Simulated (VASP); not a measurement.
Here is a VASP 6.6.1 calculation.

Contents of INCAR:

```
PREC     = Accurate       # precision mode
ENCUT    = 520            # plane-wave cutoff, eV
EDIFF    = 1E-6           # SCF threshold, eV
ISMEAR   = 0              # smearing method
SIGMA    = 0.1            # smearing width, eV
LREAL    = False          # projectors in reciprocal space
LASPH    = True           # aspherical terms in the spheres
NELM     = 60             # most SCF steps
ALGO     = Normal         # electronic algorithm
ISIF     = 2              # what is computed and relaxed
LWAVE    = False          # write WAVECAR
LCHARG   = False          # write CHGCAR
GGA      = PS             # functional
NBANDS   = 36             # bands
```

File KPOINTS:

```
Automatic mesh
0
Gamma
  7 6 7
```

The input POSCAR:

```
Al2Cu
1.0
    4.8325600000      0.9353750000      0.0738620000
    0.9407830000      6.0839670000      0.8158060000
    0.0311500000      0.6525570000      4.7043390000
Al Cu
6 3
Direct
    0.4117387589      0.1444173618      0.5173072855
    0.2469779100      0.6064760641      0.4833434943
    0.8181652619      0.3682296483      0.5310601829
    0.1021603410      0.8842161785      0.8747140644
    0.1028804337      0.3464669619      0.0035463081
    0.6071960402      0.8417466809      0.1475216744
    0.5418887836      0.4520636755      0.0444710750
    0.9338256492      0.0266145905      0.3257929591
    0.7348960361      0.7321342220      0.6856310066
```

Potentials or basis: VASP PAW PBE potentials, release 64 (Al, Cu).

Run with:

```console
$ cat potpaw_PBE.64/Al/POTCAR potpaw_PBE.64/Cu/POTCAR > POTCAR
$ mpirun -np 1 vasp_std > vasp.out
```

(1) Estimate the largest force.

(2) Estimate the pressure.

Answers

(1) 0.087 eV/Å.

(2) 0.4 GPa.

Caveat: the PAW data sets were made with another functional, which shifts forces and pressure a little.
